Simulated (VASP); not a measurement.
# Pb (C2/m) in VASP: a series of runs

Runs on Pb. Level: LDA. Tasks: single point.

Program: VASP 6.6.1. These are calculated values, not measurements. Logs are shortened: lines on timing, memory, paths and dates and some standing lists are left out, and cuts for length are marked.

## 1. The cell of the first run

It takes space group C2/m (No. 12, monoclinic). Conventional cell: a = 6.077 Å, b = 3.501 Å, c = 6.452 Å, α = 90.00°, β = 109.14°, γ = 90.00°. Within 4.4 Å of Pb (site symmetry m) lie 10 Pb at 3.34 to 3.51 Å.

## 2. Single point, LDA

Input file INCAR:

```
  PREC = Accurate
  ENCUT = 520
  EDIFF = 1E-6
  ISMEAR = 0
  SIGMA = 0.05
  LREAL = False
  LASPH = True
  NELM = 100
  ALGO = Fast
  ISIF = 2
  LWAVE = False
  LCHARG = True
  LELF = True
  LVHAR = True
  NBANDS = 21
```

Input file KPOINTS:

```
Automatic mesh
0
Gamma
  9 9 5
```

Input file POSCAR:

```
Pb
1.0
    3.0386068135     -1.7503199600      0.0000000000
    3.0386068135      1.7503199600      0.0000000000
   -2.1154626375      0.0000000000      6.0952248674
Pb
2
Direct
    0.9085084100      0.9085084100      0.7262922000
    0.0914915900      0.0914915900      0.2737078000
```

Potentials or basis: VASP PAW LDA potentials, release 64 (Pb_d).

Started as:

```bash
$ cat potpaw_LDA.64/Pb_d/POTCAR > POTCAR
$ mpirun -np 1 vasp_std > vasp.out
```

OUTCAR:

```text
PREC = Accurate
   ENCUT = 520
   EDIFF = 1E-6
   ISMEAR = 0
   LREAL = False
   LASPH = True
   NELM = 100
   ISIF = 2

 ion  position               nearest neighbor table
   1  0.909  0.909  0.726-   2 3.34   2 3.41   2 3.41   2 3.45
   2  0.091  0.091  0.274-   1 3.34   1 3.41   1 3.41   1 3.45

  LATTYP: Found a base centered monoclinic cell.
 ALAT       =     6.0772136270
 B/A-ratio  =     0.5760271293
 C/A-ratio  =     1.0616534713
 COS(beta)  =    -0.3278823751

  Lattice vectors:

 A1 = (   3.0386068135,  -1.7503199600,   0.0000000000)
 A2 = (   3.0386068135,   1.7503199600,   0.0000000000)
 A3 = (  -2.1154626375,   0.0000000000,   6.0952248674)

Analysis of symmetry for initial positions (statically):
=====================================================================
 Subroutine PRICEL returns:
 Original cell was already a primitive cell.

 Routine SETGRP: Setting up the symmetry group for a
 base centered monoclinic supercell.

 Subroutine GETGRP returns: Found  4 space group operations
 (whereof  4 operations were pure point group operations)
 out of a pool of  4 trial point group operations.

The static configuration has the point symmetry C_2h.

Analysis of symmetry for dynamics (positions and initial velocities):
=====================================================================
 Subroutine PRICEL returns:
 Original cell was already a primitive cell.

 Routine SETGRP: Setting up the symmetry group for a
 base centered monoclinic supercell.

 Subroutine GETGRP returns: Found  4 space group operations
 (whereof  4 operations were pure point group operations)
 out of a pool of  4 trial point group operations.

The dynamic configuration has the point symmetry C_2h.

 Subroutine INISYM returns: Found  4 space group operations
 (whereof  4 operations are pure point group operations),
 and found     1 'primitive' translations

----------------------------------------------------------------------------------------

                                     Primitive cell

  volume of cell :      64.8353

  direct lattice vectors                    reciprocal lattice vectors
     3.038606813 -1.750319960  0.000000000     0.164549095 -0.285662057  0.057109864
     3.038606813  1.750319960  0.000000000     0.164549095  0.285662057  0.057109864
    -2.115462637  0.000000000  6.095224867     0.000000000  0.000000000  0.164062856

  length of vectors
     3.506672401  3.506672401  6.451894943     0.334575480  0.334575480  0.164062856

  position of ions in fractional coordinates (direct lattice)
     0.908508410  0.908508410  0.726292200
     0.091491590  0.091491590  0.273707800

  ion indices of the primitive-cell ions
   primitive index   ion index
                 1           1
                 2           2

----------------------------------------------------------------------------------------

 KPOINTS: Automatic mesh

Automatic generation of k-mesh.
 Grid dimensions read from file:
 generate k-points for:    9    9    5

 Generating k-lattice:

  Cartesian coordinates                     Fractional coordinates (reciprocal lattice)
     0.018283233 -0.031740229  0.006345540     0.111111111  0.000000000 -0.000000000
     0.018283233  0.031740229  0.006345540     0.000000000  0.111111111 -0.000000000
     0.000000000  0.000000000  0.032812571     0.000000000  0.000000000  0.200000000

  Length of vectors
     0.037175053  0.037175053  0.032812571

  Shift w.r.t. Gamma in fractional coordinates (k-lattice)
     0.000000000  0.000000000  0.000000000

 Subroutine IBZKPT returns following result:
 ===========================================

 Found    115 irreducible k-points:

 Following reciprocal coordinates:
            Coordinates               Weight
  0.000000  0.000000  0.000000      1.000000
  0.111111  0.000000 -0.000000      4.000000
  0.222222 -0.000000 -0.000000      4.000000
  0.333333  0.000000 -0.000000      4.000000
  0.444444 -0.000000 -0.000000      4.000000
  0.111111  0.111111 -0.000000      2.000000
[... 16 lines left out ...]
 -0.333333  0.333333  0.000000      2.000000
  0.444444  0.444444 -0.000000      2.000000
 [... further k-points ...]
   k-points           NKPTS =    115   k-points in BZ     NKDIM =    115   number of bands    NBANDS=     21
   number of dos      NEDOS =    301   number of ions     NIONS =      2
   total plane-waves  NPLWV =  37632
   dimension x,y,z NGX =    28 NGY =   28 NGZ =   48
   dimension x,y,z NGXF=    56 NGYF=   56 NGZF=   96
   ions per type =               2
   NGX,Y,Z   is equivalent  to a cutoff of  13.27, 13.27, 12.37 a.u.
   NGXF,Y,Z  is equivalent  to a cutoff of  26.55, 26.55, 24.74 a.u.
 SYSTEM =  unknown system
   PREC   = accura    normal or accurate (medium, high low for compatibility)
   ISTART =      0    job   : 0-new  1-cont  2-samecut
   ICHARG =      2    charge: 1-file 2-atom 10-const
   ISPIN  =      1    spin polarized calculation?
   LNONCOLLINEAR =      F non collinear calculations
   LSORBIT =      F    spin-orbit coupling
   LASPH  =      T    aspherical Exc in radial PAW
   ENCUT  =  520.0 eV  38.22 Ry    6.18 a.u.   6.52  6.52 12.00*2*pi/ulx,y,z
   NELM   =    100;   NELMIN=  2; NELMDL= -5     # of ELM steps
   EDIFF  = 0.1E-05   stopping-criterion for ELM
   LREAL  =      F    real-space projection
   EDIFFG = 0.1E-04   stopping-criterion for IOM
   NSW    =      0    number of steps for IOM
   IBRION =     -1    ionic relax: 0-MD 1-quasi-New 2-CG
   NFREE  =      0    steps in history (QN), initial steepest desc. (CG)
   ISIF   =      2    stress and relaxation
   ISYM   =      2    0-nonsym 1-usesym 2-fastsym
   POTIM  = 0.5000    time-step for ionic-motion
   TEBEG  =    0.0;   TEEND  =   0.0 temperature during run
   PSTRESS=    0.0 pullay stress
   NELECT =      28.0000    total number of electrons
   NUPDOWN=      -1.0000    fix difference up-down
   EMIN   =  10.00;   EMAX   =-10.00  energy-range for DOS
   EFERMI =   0.00;   METHOD = LEGACY
   ISMEAR =     0;   SIGMA  =   0.05  broadening in eV -4-tet -1-fermi 0-gaus
   EFERMI_NEDOS =   21; number of points for ismear=-14 and -15
   IALGO  =     68    algorithm
   IMIX   =      4    mixing-type and parameters
     AMIX     =   0.40;   BMIX     =  1.00
     AMIX_MAG =   1.60;   BMIX_MAG =  1.00
  volume/ion in A,a.u.               =      32.42       218.77
  Fermi-wavevector in a.u.,A,eV,Ry     =   1.237438  2.338420 20.833975  1.531254
  Thomas-Fermi vector in A             =   2.372006
   LORBIT       =      0    0 simple, 1 ext, 2 COOP (PROOUT), +10 PAW based schemes
   GGA     = CA    functional components
   LHFCALC =     F    Hartree Fock is set to
   AEXX    =    0.0000 exact exchange contribution
   IVDW    =     0    specifies the selected vdW correction
   LEPSILON=     F    determine dielectric tensor
   LRPA    =     F    only Hartree local field effects (RPA)
 non-spin polarized calculation
 RMM-DIIS sequential band-by-band and
 Gauss-broadening in eV      SIGMA  =   0.05
  energy-cutoff  :      520.00
  volume of cell :       64.84
 maximum number of plane-waves:      1772
 NGX is ok and might be reduce to    28
   NGX = 13   NGY = 13   NGZ = 23

 number of electron      27.9999996 magnetization

 Free energy of the ion-electron system (eV)
  ---------------------------------------------------
  ext. energy  EPLUGINS =         0.00000000
  ---------------------------------------------------
  free energy    TOTEN  =        -8.34150544 eV

  energy without entropy =       -8.33968451  energy(sigma->0) =       -8.34059498

 E-fermi :   6.1819     XC(G=0): -10.0938

 val. band max:        6.1735288784   @ k =  -0.3333   0.3333   0.4000
 cond. band min:       6.1856422709   @ k =  -0.2222   0.1111   0.4000
 fundamental gap:      0.0121133924
 Fermi energy:         6.1818894360

 k-point     1 :       0.0000    0.0000    0.0000
  band No.  band energies     occupation
      1     -10.8325      2.00000
      2     -10.7135      2.00000
      3     -10.7126      2.00000
      4     -10.7102      2.00000
      5     -10.7093      2.00000
      6     -10.6940      2.00000
[... 13 lines left out ...]
     20      15.6021      0.00000
     21      16.3021      0.00000

 k-point     2 :       0.1111    0.0000   -0.0000
  band No.  band energies     occupation
      1     -10.8217      2.00000
      2     -10.7282      2.00000
      3     -10.7168      2.00000
      4     -10.6885      2.00000
      5     -10.6841      2.00000
      6     -10.6621      2.00000
[... 13 lines left out ...]
     20      15.6162      0.00000
     21      16.5044      0.00000

 k-point     3 :       0.2222   -0.0000   -0.0000
  band No.  band energies     occupation
      1     -10.8030      2.00000
      2     -10.7559      2.00000
      3     -10.7351      2.00000
      4     -10.6699      2.00000
      5     -10.6419      2.00000
      6     -10.6178      2.00000
[... 13 lines left out ...]
     20      14.5564      0.00000
     21      15.7309      0.00000

 k-point     4 :       0.3333    0.0000   -0.0000
  band No.  band energies     occupation
      1     -10.8147      2.00000
      2     -10.7764      2.00000
      3     -10.7520      2.00000
      4     -10.7210      2.00000
      5     -10.6382      2.00000
      6     -10.5553      2.00000
[... 13 lines left out ...]
     20      13.9146      0.00000
     21      14.5902      0.00000

 k-point     5 :       0.4444   -0.0000   -0.0000
  band No.  band energies     occupation
      1     -10.8358      2.00000
      2     -10.7944      2.00000
      3     -10.7763      2.00000
      4     -10.7314      2.00000
      5     -10.6455      2.00000
      6     -10.5457      2.00000
[... 13 lines left out ...]
     20      13.6467      0.00000
     21      14.4943      0.00000

 k-point     6 :       0.1111    0.1111   -0.0000
  band No.  band energies     occupation
      1     -10.8244      2.00000
      2     -10.7284      2.00000
      3     -10.7151      2.00000
      4     -10.6895      2.00000
      5     -10.6806      2.00000
      6     -10.6640      2.00000
[... 13 lines left out ...]
     20      15.9876      0.00000
     21      16.6793      0.00000

 k-point     7 :       0.2222    0.1111   -0.0000
  band No.  band energies     occupation
      1     -10.8092      2.00000
      2     -10.7376      2.00000
      3     -10.7220      2.00000
      4     -10.6670      2.00000
      5     -10.6606      2.00000
      6     -10.6312      2.00000
[... 13 lines left out ...]
     20      15.8594      0.00000
     21      16.3791      0.00000
[... 291 lines left out ...]
      1     -10.8634      2.00000
      2     -10.7466      2.00000
      3     -10.7134      2.00000
      4     -10.6902      2.00000
      5     -10.6771      2.00000
      6     -10.5832      2.00000
[... 13 lines left out ...]
     20      14.8005      0.00000
     21      15.2677      0.00000

 k-point    21 :       0.4444    0.3333   -0.0000
  band No.  band energies     occupation
      1     -10.8513      2.00000
      2     -10.7374      2.00000
      3     -10.7260      2.00000
      4     -10.6984      2.00000
      5     -10.6844      2.00000
      6     -10.5736      2.00000
[... 13 lines left out ...]
     20      14.4183      0.00000
     21      14.5743      0.00000

 k-point    22 :      -0.4444    0.3333   -0.0000
  band No.  band energies     occupation
      1     -10.8035      2.00000
      2     -10.7555      2.00000
      3     -10.7059      2.00000
      4     -10.6833      2.00000
      5     -10.6463      2.00000
      6     -10.5754      2.00000
[... 13 lines left out ...]
     20      14.0430      0.00000
     21      15.7832      0.00000

 k-point    23 :      -0.3333    0.3333    0.0000
  band No.  band energies     occupation
      1     -10.7908      2.00000
      2     -10.7464      2.00000
      3     -10.7078      2.00000
      4     -10.6147      2.00000
      5     -10.6076      2.00000
      6     -10.5987      2.00000
[... 13 lines left out ...]
     20      14.5471      0.00000
     21      16.2331      0.00000

 k-point    24 :       0.4444    0.4444   -0.0000
  band No.  band energies     occupation
      1     -10.8863      2.00000
      2     -10.7537      2.00000
      3     -10.7346      2.00000
      4     -10.7077      2.00000
      5     -10.7061      2.00000
      6     -10.5552      2.00000
[... 13 lines left out ...]
     20      13.4529      0.00000
     21      15.1133      0.00000

 [... further k-points ...]

------------------------ aborting loop because EDIFF is reached ----------------------------------------

  FORCE on cell =-STRESS in cart. coord.  units (eV):
  Direction    XX          YY          ZZ          XY          YZ          ZX
  --------------------------------------------------------------------------------------
  -------------------------------------------------------------------------------------
  Total       -1.2560151     -1.2449112     -1.3287651      0.0000000      0.0000000      0.0034761
  in kB      -31.0380031    -30.7636073    -32.8357622      0.0000000      0.0000000      0.0859000
  external PRESSURE =     -31.5457909 kB  Pullay stress =       0.0000000 kB

 VOLUME and BASIS-vectors are now :
 -----------------------------------------------------------------------------
  energy-cutoff  :      520.00
  volume of cell :       64.84
      direct lattice vectors                 reciprocal lattice vectors
     3.038606813 -1.750319960  0.000000000     0.164549095 -0.285662057  0.057109864
     3.038606813  1.750319960  0.000000000     0.164549095  0.285662057  0.057109864
    -2.115462637  0.000000000  6.095224867     0.000000000  0.000000000  0.164062856

 POSITION                                       TOTAL-FORCE (eV/Angst)
 -----------------------------------------------------------------------------------
      3.98476      0.00000      4.42691         0.021576      0.000000     -0.174360
     -0.02300      0.00000      1.66831        -0.021576      0.000000      0.174360
 -----------------------------------------------------------------------------------
    total drift:                                0.000000      0.000000     -0.000000

  FREE ENERGIE OF THE ION-ELECTRON SYSTEM (eV)
  ---------------------------------------------------
  free  energy   TOTEN  =        -8.3415054438 eV

  energy  without entropy=       -8.3396845107  energy(sigma->0) =       -8.34059498
```

Run time: 55 s. Hardware: 1 thread of Intel Xeon 6975P-C (Granite Rapids), shared host; peak memory 0.24 GiB.

What came out:

- Free energy: -8.3415 eV
- Pressure: -3.2 GPa
- Largest force: 0.176 eV/Å
- Band gap on the k mesh: zero (bands 14 and 15 overlap by 7.55 eV)

Forces in eV/Å, atoms in the order of the input:
```
Pb   0.022  0.000 -0.174
Pb  -0.022  0.000  0.174
```

Levels at points of the mesh, in eV from the Fermi level:
```csv
k point,band 12,band 13,band 14,band 15,band 16,band 17
"(0.00, 0.00, 0.00)",-8.36,-3.93,6.22,6.41,6.46,6.51
```

Caveat: the cell stands under tension; spin-orbit coupling is left out, which moves the levels of the heavy elements.

[end of part 1 of 2]
